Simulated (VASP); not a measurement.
Input of a VASP 6.6.1 run:

File INCAR:

```
SYSTEM = Al
PREC = Accurate ; ENCUT = 520
EDIFF = 1E-6 ; ISMEAR = 0
SIGMA = 0.05 ; LREAL = Auto
LASPH = .TRUE. ; NELM = 60
ALGO = Normal ; ISIF = 2
LWAVE = .FALSE. ; LCHARG = .FALSE.
GGA = PE ; NBANDS = 72
```

The input KPOINTS:

```
Automatic mesh
0
G
  2 2 2
  0 0 0
```

Contents of POSCAR:

```
Al
1.0
    8.1000000000      0.0000000000      0.0000000000
    0.0000000000      8.1000000000      0.0000000000
    0.0000000000      0.0000000000      8.1000000000
Al
33
Direct
    0.5033004938      0.0138154321      0.0152272840
    0.7549504938      0.2510029630      0.0034312346
    0.7476372840      0.0042525926      0.2540039506
    0.0040356790      0.0036618519     -0.0011193827
    0.2510877778      0.2511112346      0.0011383951
    0.5023993827      0.4940949383      0.0079101235
    0.7737786420      0.7498948148      0.0016274074
    0.2510697531      0.0240601235      0.2386766667
    0.5027312346      0.2503574074      0.2522524691
    0.7432279012      0.4919065432      0.2532775309
    0.5036002469      0.0107377778      0.5045707407
    0.7541600000      0.2497711111      0.5024887654
    0.7632677778      0.0083859259      0.7540812346
    0.0029207407      0.4948241975     -0.0044579012
    0.2521312346      0.7506437037      0.0004434568
   -0.0050130864      0.2525585185      0.2467181481
    0.2492376543      0.4898500000      0.2471944444
    0.4940281481      0.7505849383      0.2625044444
   -0.0093543210      0.0158679012      0.4989683951
    0.2482002469      0.2494750617      0.4997913580
    0.5100441975      0.4717661728      0.5005087654
    0.7450244444      0.7503190123      0.5083879012
    0.2550925926      0.0096140741      0.7540843210
    0.5096141975      0.2480911111      0.7588185185
    0.7565040741      0.4970586420      0.7537377778
   -0.0446629630      0.7390890123      0.2300246914
   -0.0017491358      0.4944043210      0.4980650617
    0.1774514815      0.7720944444      0.4064856790
    0.0000516049      0.2495940741      0.7517418519
    0.2500520988      0.4737823457      0.7600704938
    0.5491229630      0.7668707407      0.8195700000
    0.0151103704      0.7505411111      0.7395804938
    0.3635755556      0.7258588889      0.6109806173
```

Potentials or basis: VASP PAW PBE potentials, release 64 (Al).

Run with:

```console
$ cat potpaw_PBE.64/Al/POTCAR > POTCAR
$ mpirun -np 1 vasp_std > vasp.out
```

Question: What does it give for the pressure?

Answer: 5.3 GPa.

Question: Estimate the band gap on the k mesh.

Answer: Zero (an odd number of electrons rules out a gap without spin polarisation).

Question: What does it give for the largest force?

Answer: 0.198 eV/Å.

Forces on the atoms (eV/Å):
```
Al   0.011  0.045  0.021
Al   0.003  0.001 -0.004
Al  -0.002 -0.005 -0.004
Al  -0.002 -0.004  0.009
Al  -0.006  0.017 -0.019
Al   0.000  0.000 -0.006
Al   0.114 -0.024 -0.118
Al   0.014  0.077 -0.021
Al   0.016  0.015  0.008
Al  -0.027 -0.029 -0.009
Al  -0.009 -0.001 -0.010
Al   0.022 -0.009  0.012
Al  -0.005 -0.019  0.005
Al  -0.001 -0.003  0.016
Al  -0.034  0.004  0.044
Al  -0.011  0.005  0.007
Al   0.005 -0.019  0.002
Al   0.050 -0.005 -0.026
Al   0.001 -0.045 -0.007
Al  -0.027 -0.008  0.007
Al   0.012 -0.034 -0.008
Al  -0.050 -0.008  0.049
Al  -0.002 -0.020  0.003
Al   0.011  0.000  0.001
Al  -0.011  0.009 -0.006
Al  -0.148 -0.020  0.130
Al   0.006  0.035 -0.002
Al   0.144  0.031 -0.114
Al  -0.005  0.005  0.003
Al  -0.012 -0.005  0.002
Al  -0.071  0.046  0.121
Al   0.029 -0.003 -0.035
Al  -0.017 -0.030 -0.051
```

Caveat: the k points lie up to 0.39 Å⁻¹ apart, too coarse for converged energies and pressures of a metal.
